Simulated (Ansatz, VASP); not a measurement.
GaSb3: VASP beside Ansatz

```
Ga Sb
1.0
     0.05472    3.64789    3.64789
     3.64789    0.05472    3.64789
     3.70261    3.70261    0.00000
Ga Sb
1 3
Direct
  0.00000 0.00000 0.00000
  0.25000 0.25000 0.25000
  0.75000 0.75000 0.75000
  0.50000 0.50000 0.50000
```

Change from the starting cell: strain +0.0300 x Voigt [0, 0, 0, 0, 0, 1], atoms carried along.

Alike in both runs: task single point; functional PBE; dispersion D3(BJ); k mesh 12 × 12 × 12; occupations gaussian, width 0.15 eV; no spin polarisation.

```csv
,VASP,Ansatz
version,VASP 6.6.1,Ansatz 0.2.0
potentials or method,"VASP PAW PBE potentials, release 64 (Ga_d, Sb), cutoff 520 eV","scalar-relativistic, plane waves, PAW"
valence electrons in the cell,28,58
```

```csv
,VASP,Ansatz,Ansatz less VASP
gap on the k mesh at the Fermi level (eV),none,none,-
pressure (GPa),0.3,0.4,+0.08
"traceless stress, the component that is largest in VASP (GPa)",-0.93,-0.92,+0.008
rms of the force components (eV/Å),0.039,0.039,-0.0002
```

Atom by atom the forces differ by 0.000 eV/Å (rms over components). A gap of «none» marks a metal or a gap that the smearing closes. VASP's potentials hold 28 valence electrons a cell and Ansatz's 58, so a difference there can come from the potentials and not from the codes.

Neither program's run includes spin-orbit coupling.
